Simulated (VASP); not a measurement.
Write the native input for VASP 6.6.1 that does the following.

- Task: single point
- Functional: PBE
- Potentials or basis: VASP PAW PBE potentials, release 64 (Ba_sv)
- Cutoff: 520 eV
- k mesh: 10 × 10 × 6
- Occupations: gaussian, width 0.1 eV
- Spin: no spin polarisation
- Dipole correction: no
- Further INCAR settings: ALGO = Fast; EDIFF = 1e-06; NBANDS = 17

The structure of Ba lies in POSCAR:

```
Ba
1.0
    3.7060280524     -2.3444962902      0.2137105369
    3.7060280524      2.3444962902      0.2137105369
    0.4278076882      0.0000000000      7.2705736860
Ba
2
Direct
    0.7348545653      0.2651454347      0.2500000000
    0.2651454347      0.7348545653      0.7500000000
```

This cell differs from its parent crystal: strained and its atoms moved.

The input as run:

INCAR

```
SYSTEM = Ba
PREC = Accurate
ENCUT = 520
EDIFF = 1E-6
ISMEAR = 0
SIGMA = 0.1
LREAL = .FALSE.
LASPH = .TRUE.
NELM = 60
ALGO = Fast
ISIF = 2
LWAVE = .FALSE.
LCHARG = .FALSE.
GGA = PE
NBANDS = 17
```

KPOINTS

```
regular mesh
0
G
  10 10 6
  0 0 0
```

Potentials or basis: VASP PAW PBE potentials, release 64 (Ba_sv).

The run is started by

```sh
$ cat potpaw_PBE.64/Ba_sv/POTCAR > POTCAR
$ mpirun -np 1 vasp_std > vasp.out
```

It gave:

```json
{
  "Pressure": "0.2 GPa",
  "Largest force": "0.091 eV/Å",
  "Band gap on the k mesh": "zero (bands 10 and 11 overlap by 0.75 eV)"
}
```

Caveat: the cell differs from its parent crystal (strained and its atoms moved); spin-orbit coupling is left out, which moves the levels of the heavy elements.

It took 5 min on 1 thread of Intel Xeon 8259CL, on a shared host, peak memory 0.47 GiB.
